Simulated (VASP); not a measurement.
Wanted: the native input for a VASP 6.6.1 run.

| Property | Result |
| --- | --- |
| Task | single point |
| Functional | PBE |
| Potentials or basis | VASP PAW PBE potentials, release 64 (Ti_sv, O) |
| Cutoff | 520 eV |
| k mesh | 7 × 7 × 10 |
| Occupations | fermi-dirac, width 0.05 eV |
| Spin | no spin polarisation |
| Dipole correction | no |
| Further INCAR settings | ALGO = Normal; EDIFF = 1e-06; NBANDS = 33 |

The structure of TiO2 lies in POSCAR:

```
TiO2
1.0
    4.5940000000      0.0000000000      0.0000000000
    0.0000000000      4.5940000000      0.0000000000
    0.0000000000      0.0000000000      2.9885900000
Ti O
2 4
Direct
    0.0000000000      0.0000000000      0.0000000000
    0.5000000000      0.5000000000      0.5000000000
    0.3060000000      0.3060000000      0.0000000000
    0.1940000000      0.8060000000      0.5000000000
    0.6940000000      0.6940000000      0.0000000000
    0.8060000000      0.1940000000      0.5000000000
```

This cell differs from its parent crystal: zz strain of +1 %.

One way to write it, as run:

INCAR

```
SYSTEM = TiO2
PREC = Accurate ; ENCUT = 520
EDIFF = 1E-6 ; ISMEAR = -1
SIGMA = 0.05 ; LREAL = .False.
LASPH = .True. ; NELM = 60
ALGO = Normal ; ISIF = 2
LWAVE = .False. ; LCHARG = .False.
GGA = PE ; NBANDS = 33
```

KPOINTS

```
Automatic mesh
0
Gamma
  7 7 10
  0 0 0
```

Potentials or basis: VASP PAW PBE potentials, release 64 (Ti_sv, O).

Command:

```console
$ cat potpaw_PBE.64/Ti_sv/POTCAR potpaw_PBE.64/O/POTCAR > POTCAR
$ mpirun -np 1 vasp_std > vasp.out
```

It gave:

| Quantity | Value |
| --- | --- |
| Pressure | 3.2 GPa |
| Largest force | 0.201 eV/Å |
| Band gap on the k mesh | 1.86 eV, direct |

Caveat: the cell differs from its parent crystal (zz strain of +1 %).

Run time: 49 s on 1 thread of Intel(R) Xeon(R) 6975P-C (Granite Rapids), with other jobs on the host, peak memory 0.23 GiB.
